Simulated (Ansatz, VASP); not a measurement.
## AlN in VASP and in Ansatz

File INCAR:

```
ALGO = Normal
EDIFF = 1E-6
ENCUT = 520
GGA = PS
ISIF = 2
ISMEAR = 0
LASPH = True
LCHARG = False
LREAL = False
LWAVE = False
NBANDS = 16
NELM = 80
PREC = Accurate
SIGMA = 0.05
```

The input KPOINTS:

```
k-points
0
Gamma
  9 9 6
```

File POSCAR:

```
AlN
1.0
    3.1977033797      0.0000000000      0.0000000000
   -1.5988516899      2.7692923606      0.0000000000
    0.0000000000      0.0000000000      3.8832909843
Al N
2 2
Direct
    0.3333333333      0.6666666667      0.7500000000
    0.6666666667      0.3333333333      0.2500000000
    0.3333333333      0.6666666667      0.2500000000
    0.6666666667      0.3333333333      0.7500000000
```

Input for Ansatz:

```yaml
crystal:
  lattice:
    - [3.1977033797, 0.0, 0.0]
    - [-1.5988516899, 2.7692923606, 0.0]
    - [0.0, 0.0, 3.8832909843]
  atoms:
    - { symbol: Al, position: [0.3333333333, 0.6666666667, 0.75] }
    - { symbol: Al, position: [0.6666666667, 0.3333333333, 0.25] }
    - { symbol: "N", position: [0.3333333333, 0.6666666667, 0.25] }
    - { symbol: "N", position: [0.6666666667, 0.3333333333, 0.75] }
basis:
  ecutwfc: 520.0
kpoints:
  mp_grid: { grid: [9, 9, 6] }
hamiltonian:
  xc: pbesol
  pseudopotentials: { kind: paw, azcp: { folder: soft_1 } }
scf:
  occupations: { method: gaussian, width: 0.05 }
output:
  forces: true
  stress: true
  eigenvalues: true
  write_density: true
  write_potential: true
  elf: true
  volumetric_format: npy
```

Alike in both runs: task single point; functional PBEsol; k mesh 9 × 9 × 6; occupations gaussian, width 0.05 eV; no spin polarisation.

|  | VASP | Ansatz |
| --- | --- | --- |
| version | VASP 6.6.1 | Ansatz 0.2.0 |
| potentials or method | VASP PAW PBE potentials, release 64 (Al, N), cutoff 520 eV | scalar-relativistic, plane waves, PAW |
| valence electrons in the cell | 16 | 16 |

```tsv
	VASP	Ansatz	Ansatz less VASP
gap on the k mesh at the Fermi level (eV)	4.26	4.27	+0.002
least direct gap on the mesh (eV)	4.28	4.27	-0.016
```

VASP's potentials were made for PBE, not for PBEsol, and Ansatz warns of the same on its side.
